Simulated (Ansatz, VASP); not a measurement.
## CuI: VASP beside Ansatz

INCAR

```
ALGO = Normal ; EDIFF = 1E-6
ENCUT = 600 ; GGA = PE
GGA_COMPAT = False ; ISIF = 2
ISMEAR = 0 ; LASPH = True
LCHARG = False ; LREAL = False
LWAVE = False ; NBANDS = 16
NELM = 120 ; PREC = Accurate
SIGMA = 0.02
```

KPOINTS

```
k-points
0
Gamma
  8 8 8
```

Contents of POSCAR:

```
CuI
1.0
    0.0000000000      3.0387598674      3.0387598674
    3.0387598674      0.0000000000      3.0387598674
    3.0387598674      3.0387598674      0.0000000000
Cu I
1 1
Direct
    0.0000000000      0.0000000000      0.0000000000
    0.2500000000      0.2500000000      0.2500000000
```

Input for Ansatz:

```yaml
crystal:
  lattice:
    - [0.0, 3.0387598674, 3.0387598674]
    - [3.0387598674, 0.0, 3.0387598674]
    - [3.0387598674, 3.0387598674, 0.0]
  atoms:
    - { symbol: Cu, position: [0.0, 0.0, 0.0] }
    - { symbol: I, position: [0.25, 0.25, 0.25] }
basis:
  ecutwfc: 420
kpoints:
  mp_grid: { grid: [8, 8, 8] }
  band_path:
    path:
      - [[0.0, 0.0, 0.0], [-0.5, -0.5, 0.0], [-0.375, -0.375, 0.25]]
      - [[-0.375, 0.0, 0.375], [0.0, 0.0, 0.0], [0.0, 0.0, 0.5], [-0.5, -0.25, 0.25], [-0.5, -0.5, 0.0]]
    npoints: 10
hamiltonian:
  xc: pbe
  pseudopotentials: { kind: paw, azcp: { folder: soft_1 } }
scf:
  occupations: { method: gaussian, width: 0.02 }
  n_extra_bands: 7
output:
  forces: true
  stress: true
  eigenvalues: true
```

Alike in both runs: task single point; functional PBE; k mesh 8 × 8 × 8; occupations gaussian, width 0.02 eV; no spin polarisation.

```csv
,VASP,Ansatz
version,VASP 6.6.1,Ansatz 0.2.0
potentials or method,"VASP PAW PBE potentials, release 64 (Cu, I), cutoff 600 eV","scalar-relativistic, plane waves, PAW"
valence electrons in the cell,18,36
```

```tsv
	VASP	Ansatz	Ansatz less VASP
gap on the k mesh at the Fermi level (eV)	1.12	1.10	-0.025
least direct gap on the mesh (eV)	1.12	1.10	-0.025
pressure (GPa)	0.0	0.0	-0.01
```

The functional is the same, so the differences come from potentials, cutoffs and numerics. VASP's potentials hold 18 valence electrons a cell and Ansatz's 36, so a difference there can come from the potentials and not from the codes.

Neither program's run includes spin-orbit coupling.
